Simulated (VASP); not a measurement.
Write the native input for VASP 6.6.1 that does the following.

* Task: single point
* Functional: LDA
* Potentials or basis: VASP PAW LDA potentials, release 64 (Al, Cu)
* Cutoff: 520 eV
* k mesh: 12 × 12 × 12
* Occupations: fermi-dirac, width 0.15 eV
* Spin: no spin polarisation
* Dipole correction: no
* Further INCAR settings: ALGO = Normal; EDIFF = 1e-06; NBANDS = 26

The structure of AlCu3 lies in POSCAR:

```
AlCu3
1.0
    3.5895784725      0.0000000000      0.0000000000
    0.0000000000      3.5895784725      0.0000000000
    0.0000000000      0.0000000000      3.5895784725
Al Cu
1 3
Direct
    0.0000000000      0.0000000000      0.0000000000
    0.5000000000      0.5000000000      0.0000000000
    0.5000000000      0.0000000000      0.5000000000
    0.0000000000      0.5000000000      0.5000000000
```

The input as run:

INCAR

```
ALGO = Normal ; EDIFF = 1E-6
ENCUT = 520 ; ISIF = 2
ISMEAR = -1 ; LASPH = T
LCHARG = T ; LELF = T
LREAL = F ; LVHAR = T
LWAVE = F ; NBANDS = 26
NELM = 60 ; PREC = Accurate
SIGMA = 0.15
```

KPOINTS

```
k-points
0
Gamma
  12 12 12
```

Potentials or basis: VASP PAW LDA potentials, release 64 (Al, Cu).

Launch:

```sh
$ cat potpaw_LDA.64/Al/POTCAR potpaw_LDA.64/Cu/POTCAR > POTCAR
$ mpirun -np 1 vasp_std > vasp.out
```

Results of the run:

```json
{
  "Pressure": "0.6 GPa",
  "Band gap on the k mesh": "zero (bands 18 and 19 overlap by 5.73 eV)"
}
```

It took 70 s on 1 thread of Intel(R) Xeon(R) Platinum 8259CL CPU @ 2.50GHz (Skylake/Cascade Lake), on a shared host, peak memory 0.2 GiB.
